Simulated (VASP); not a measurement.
# MnO (Fm-3m) in VASP: vibrations by perturbation theory with LDA

Aim: the vibrations by perturbation theory of MnO with LDA.

Program: VASP 6.6.1. These are calculated values, not measurements. Logs are shortened: lines on timing, memory, paths and dates and some standing lists are left out, and cuts for length are marked.

## 1. The cell of the first run

The structure is cubic, space group Fm-3m (No. 225). Conventional cell: a = 4.448 Å, b = 4.448 Å, c = 4.448 Å, α = 90.00°, β = 90.00°, γ = 90.00°. Within 2.9 Å of Mn (site symmetry m-3m) lie 6 O at 2.22 Å. Within 2.9 Å of O (site symmetry m-3m) lie 6 Mn at 2.22 Å.

## 2. Vibrations by perturbation theory, LDA, collinear spin, ferromagnetic start

Input file INCAR:

```
SYSTEM = MnO
PREC = Accurate
ENCUT = 520
EDIFF = 1E-8
ISMEAR = -1
SIGMA = 0.05
LREAL = .FALSE.
LASPH = .TRUE.
NELM = 150
ALGO = Normal
ISIF = 2
LWAVE = .FALSE.
LCHARG = .FALSE.
ISPIN = 2
MAGMOM = 4 0
LORBIT = 11
LMAXMIX = 4
GGA = CA
IBRION = 8
NSW = 1
```

Input file KPOINTS:

```
regular mesh
0
G
  7 7 7
  0 0 0
```

Input file POSCAR:

```
MnO
1.0
    0.0000000000      2.2239077028      2.2239077028
    2.2239077028      0.0000000000      2.2239077028
    2.2239077028      2.2239077028      0.0000000000
Mn O
1 1
Direct
    0.0000000000      0.0000000000      0.0000000000
    0.5000000000      0.5000000000      0.5000000000
```

Potentials or basis: VASP PAW LDA potentials, release 64 (Mn_pv, O).

Started as:

```sh
> cat potpaw_LDA.64/Mn_pv/POTCAR potpaw_LDA.64/O/POTCAR > POTCAR
> mpirun -np 1 vasp_std > vasp.out
```

OUTCAR:

```text
SYSTEM = MnO
   PREC = Accurate
   ENCUT = 520
   EDIFF = 1E-8
   ISMEAR = -1
   LREAL = .FALSE.
   LASPH = .TRUE.
   NELM = 150
   ISIF = 2
   ISPIN = 2
   LORBIT = 11
   GGA = CA
   IBRION = 8
   NSW = 1

 ion  position               nearest neighbor table
   1  0.000  0.000  0.000-   2 2.22   2 2.22   2 2.22   2 2.22   2 2.22   2 2.22
   2  0.500  0.500  0.500-   1 2.22   1 2.22   1 2.22   1 2.22   1 2.22   1 2.22

  LATTYP: Found a face centered cubic cell.
 ALAT       =     4.4478154056

  Lattice vectors:

 A1 = (   0.0000000000,   2.2239077028,   2.2239077028)
 A2 = (   2.2239077028,   0.0000000000,   2.2239077028)
 A3 = (   2.2239077028,   2.2239077028,   0.0000000000)

Analysis of symmetry for initial positions (statically):
=====================================================================
 Subroutine PRICEL returns:
 Original cell was already a primitive cell.

 Routine SETGRP: Setting up the symmetry group for a
 face centered cubic supercell.

 Subroutine GETGRP returns: Found 48 space group operations
 (whereof 48 operations were pure point group operations)
 out of a pool of 48 trial point group operations.

The static configuration has the point symmetry O_h .

Analysis of symmetry for dynamics (positions and initial velocities):
=====================================================================
 Subroutine PRICEL returns:
 Original cell was already a primitive cell.

 Routine SETGRP: Setting up the symmetry group for a
 face centered cubic supercell.

 Subroutine GETGRP returns: Found 48 space group operations
 (whereof 48 operations were pure point group operations)
 out of a pool of 48 trial point group operations.

The dynamic configuration has the point symmetry O_h .

Analysis of structural, dynamic, and magnetic symmetry:
=====================================================================
 Subroutine PRICEL returns:
 Original cell was already a primitive cell.

 Routine SETGRP: Setting up the symmetry group for a
 face centered cubic supercell.

 Subroutine GETGRP returns: Found 48 space group operations
 (whereof 48 operations were pure point group operations)
 out of a pool of 48 trial point group operations.

The overall configuration has the point symmetry O_h .

 Subroutine INISYM returns: Found 48 space group operations
 (whereof 48 operations are pure point group operations),
 and found     1 'primitive' translations

----------------------------------------------------------------------------------------

                                     Primitive cell

  volume of cell :      21.9979

  direct lattice vectors                    reciprocal lattice vectors
     0.000000000  2.223907703  2.223907703    -0.224829474  0.224829474  0.224829474
     2.223907703  0.000000000  2.223907703     0.224829474 -0.224829474  0.224829474
     2.223907703  2.223907703  0.000000000     0.224829474  0.224829474 -0.224829474

  length of vectors
     3.145080435  3.145080435  3.145080435     0.389416073  0.389416073  0.389416073

  position of ions in fractional coordinates (direct lattice)
     0.000000000  0.000000000  0.000000000
     0.500000000  0.500000000  0.500000000

  ion indices of the primitive-cell ions
   primitive index   ion index
                 1           1
                 2           2

----------------------------------------------------------------------------------------

 KPOINTS: regular mesh

Automatic generation of k-mesh.
 Grid dimensions read from file:
 generate k-points for:    7    7    7

 Generating k-lattice:

  Cartesian coordinates                     Fractional coordinates (reciprocal lattice)
    -0.032118496  0.032118496  0.032118496     0.142857143  0.000000000  0.000000000
     0.032118496 -0.032118496  0.032118496     0.000000000  0.142857143  0.000000000
[... 473 lines left out ...]

 k-point     1 :       0.0000    0.0000    0.0000
  band No.  band energies     occupation
      1     -38.4460      1.00000
      2     -38.4460      1.00000
      3     -38.4460      1.00000
      4     -12.3989      1.00000
      5       3.7784      1.00000
      6       3.7784      1.00000
      7       3.7784      1.00000
      8       7.5263      0.00056
      9       7.5263      0.00056
     10       7.5263      0.00056
     11       7.7859      0.00000
     12       8.1791      0.00000
     13       8.1791      0.00000
     14      21.7480      0.00000
[... 331 lines left out ...]
      4     -11.3462      1.00000
      5       1.2580      1.00000
      6       1.2842      1.00000
      7       2.1428      1.00000
      8       7.8157      0.00000
      9       8.4212      0.00000
     10       9.0746      0.00000
     11       9.1319      0.00000
     12       9.8001      0.00000
     13      15.5333      0.00000
     14      16.3060      0.00000
     15      16.3390      0.00000

------------------------ aborting loop because EDIFF is reached ----------------------------------------

  FORCE on cell =-STRESS in cart. coord.  units (eV):
  Direction    XX          YY          ZZ          XY          YZ          ZX
  --------------------------------------------------------------------------------------
  -------------------------------------------------------------------------------------
  Total       -2.3499899     -2.3499899     -2.3499899      0.0000000     -0.0000000     -0.0000000
  in kB     -171.1576443   -171.1576443   -171.1576443      0.0000000     -0.0000000     -0.0000000
  external PRESSURE =    -171.1576443 kB  Pullay stress =       0.0000000 kB

 VOLUME and BASIS-vectors are now :
 -----------------------------------------------------------------------------
  energy-cutoff  :      520.00
  volume of cell :       22.00
      direct lattice vectors                 reciprocal lattice vectors
     0.000000000  2.223907703  2.223907703    -0.224829474  0.224829474  0.224829474
     2.223907703  0.000000000  2.223907703     0.224829474 -0.224829474  0.224829474
     2.223907703  2.223907703  0.000000000     0.224829474  0.224829474 -0.224829474

 POSITION                                       TOTAL-FORCE (eV/Angst)
 -----------------------------------------------------------------------------------
      0.00000      0.00000      0.00000        -0.000000     -0.000000     -0.000000
      2.22391      2.22391      2.22391         0.000000      0.000000      0.000000
 -----------------------------------------------------------------------------------
    total drift:                                0.000000     -0.000000     -0.000000

  FREE ENERGIE OF THE ION-ELECTRON SYSTEM (eV)
  ---------------------------------------------------
  free  energy   TOTEN  =       -17.5974633602 eV

  energy  without entropy=      -17.5928876178  energy(sigma->0) =      -17.59517549

[... ionic steps 2 to 3 ...]

--------------------------------------- Ionic step        4  -------------------------------------------

------------------------ aborting loop because EDIFF is reached ----------------------------------------

[... ionic steps 5 to 6 ...]

--------------------------------------- Ionic step        7  -------------------------------------------

 Free energy of the ion-electron system (eV)
  ---------------------------------------------------
  ---------------------------------------------------
  free energy    TOTEN  =        -0.35084166 eV

  energy without entropy =       -0.35084166

------------------------ aborting loop because EDIFF is reached ----------------------------------------

 INTERNAL STRAIN TENSOR  FOR ION    2  DIRECTION 1   (eV/Angst):
 -----------------------------------------------------------------------------
    -0.00170 -0.00000  0.00000
     0.00000  0.00717  0.00000
     0.00000  0.00000  0.00717

 INTERNAL STRAIN TENSOR FOR ION    2 for displacements in x,y,z  (eV/Angst):
          X           Y           Z          XY          YZ          ZX
  --------------------------------------------------------------------------------
  x     0.00000     0.00000     0.00000     0.00000     0.00000     0.00000
  y     0.00000     0.00000     0.00000     0.00000     0.00000     0.00000
  z     0.00000     0.00000     0.00000     0.00000     0.00000     0.00000

 SECOND DERIVATIVES (NOT SYMMETRIZED)
 ------------------------------------
               1X          1Y          1Z          2X          2Y          2Z
  1X    -3.337679    0.000000    0.000000    3.337679    0.000000    0.000000
  1Y     0.000000   -3.337679    0.000000    0.000000    3.337679    0.000000
  1Z     0.000000    0.000000   -3.337679    0.000000    0.000000    3.337679
  2X     3.336104    0.000000    0.000000   -3.336104    0.000000    0.000000
  2Y     0.000000    3.336104    0.000000    0.000000   -3.336104    0.000000
  2Z     0.000000    0.000000    3.336104    0.000000    0.000000   -3.336104

 Eigenvectors and eigenvalues of the dynamical matrix
 ----------------------------------------------------

   1 f  =    8.112164 THz    50.970227 2PiTHz  270.592649 cm-1    33.549198 meV
             X         Y         Z           dx          dy          dz
      0.000000  0.000000  0.000000     0.475007   -0.000000    0.000000
      2.223908  2.223908  2.223908    -0.879982    0.000000   -0.000000
[... 21 lines left out ...]
   6 f/i=    0.000800 THz     0.005029 2PiTHz    0.026699 cm-1     0.003310 meV
             X         Y         Z           dx          dy          dz
      0.000000  0.000000  0.000000    -0.356576    0.433604   -0.677650
      2.223908  2.223908  2.223908    -0.192477    0.234056   -0.365790

--------------------------------------------------------------------------------------------------------

 ELASTIC MODULI CONTR FROM IONIC RELAXATION (kBar)
 Direction    XX          YY          ZZ          XY          YZ          ZX
 --------------------------------------------------------------------------------
 XX           0.0000      0.0000      0.0000      0.0000      0.0000      0.0000
 YY           0.0000      0.0000      0.0000      0.0000      0.0000      0.0000
 ZZ           0.0000      0.0000      0.0000      0.0000      0.0000      0.0000
 XY           0.0000      0.0000      0.0000      0.0000      0.0000      0.0000
 YZ           0.0000      0.0000      0.0000      0.0000      0.0000      0.0000
 ZX           0.0000      0.0000      0.0000      0.0000      0.0000      0.0000
 --------------------------------------------------------------------------------

 total charge

# of ion       s       p       d       tot
------------------------------------------
    1        0.207   6.177   4.993  11.376
    2        1.550   3.375   0.000   4.925
--------------------------------------------------
tot          1.757   9.551   4.993  16.301

 magnetization (x)

# of ion       s       p       d       tot
------------------------------------------
    1        0.030   0.021   4.092   4.142
    2        0.030   0.155   0.000   0.185
--------------------------------------------------
tot          0.059   0.176   4.092   4.326
```

Wall time 35 s (1 thread of Intel Xeon 6975P-C (Granite Rapids), shared host); peak memory 0.18 GiB.

Results:

```yaml
Net_moment: 4.56 μB per cell
Site_moments: Mn +4.14; O +0.18 μB
Valence_electrons_inside_the_program's_atomic_spheres: Mn 11.38; O 4.92
Highest_phonon_frequency_at_Γ_LO-TO_splitting_left_out: 271 cm⁻¹
```

Phonon frequencies in cm⁻¹ (negative: imaginary):
| q point | frequencies |
| --- | --- |
| (0.000, 0.000, 0.000) | 0 0 0 271 271 271 |

Caveat: the cell stands under pressure or tension, which shifts response properties; a cell with one magnetic atom can't hold antiferromagnetic order, which such compounds often take.
